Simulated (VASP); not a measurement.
K: relaxation of cell and atoms with PBE

The system is K.

```
K
1.0
    -2.61250    2.61250    2.61250
     2.61250   -2.61250    2.61250
     2.61250    2.61250   -2.61250
K
1
Direct
  0.00000 0.00000 0.00000
```

| Property | Result |
| --- | --- |
| Program | VASP 6.6.1 |
| Task | relaxation of cell and atoms |
| Functional | PBE |
| Potentials or basis | VASP PAW PBE potentials, release 64 (K_sv) |
| Cutoff | 600 eV |
| k mesh | 5 × 5 × 5 |
| Occupations | methfessel-paxton, width 0.05 eV |
| Spin | no spin polarisation |
| Dipole correction | no |
| Further INCAR settings | ALGO = Normal; EDIFF = 1e-06; IBRION = 2; EDIFFG = -0.01; NSW = 80; ISIF = 3 |

- Relaxed volume: 73.86 Å³/atom
- Relaxed cell: a = 4.578 Å, b = 4.578 Å, c = 4.578 Å, α = 109.47°, β = 109.47°, γ = 109.47°
- Space group after relaxing (to 0.05 Å): Im-3m (No. 229)
- Energy gained by relaxing: 0.8 meV/atom
- Ionic steps: 4
- Pressure after relaxing: 0.0 GPa

The path:
```
step  energy change (eV)  largest force (eV/Å)  pressure (GPa)  volume (Å³)
   1              0.0000                0.0000            0.12        71.32
   2             -0.0004                0.0000            0.08        71.89
   3             -0.0007                0.0000            0.05        72.55
   4             -0.0008                0.0000           -0.01        73.86
```

Final structure:
```
CELL_PARAMETERS angstrom
-2.64316 2.64316 2.64316
2.64316 -2.64316 2.64316
2.64316 2.64316 -2.64316
ATOMIC_POSITIONS crystal
K 0.00000 0.00000 0.00000
```

Levels at points of the mesh, in eV from the Fermi level:
```
           k point  band 1  band 2  band 3  band 4  band 5  band 6  band 7  band 8
(0.00, 0.00, 0.00)  -32.21  -15.66  -15.66  -15.66   -2.22    4.22    4.22    4.22
```

Wall time 23 s on 1 thread of Intel(R) Xeon(R) Platinum 8175M CPU @ 2.50GHz (Skylake/Cascade Lake), with other jobs on the host, peak memory 0.2 GiB.

PBE usually gives volumes a little too large and moduli too small. Zero-point motion and thermal expansion aren't in these numbers.
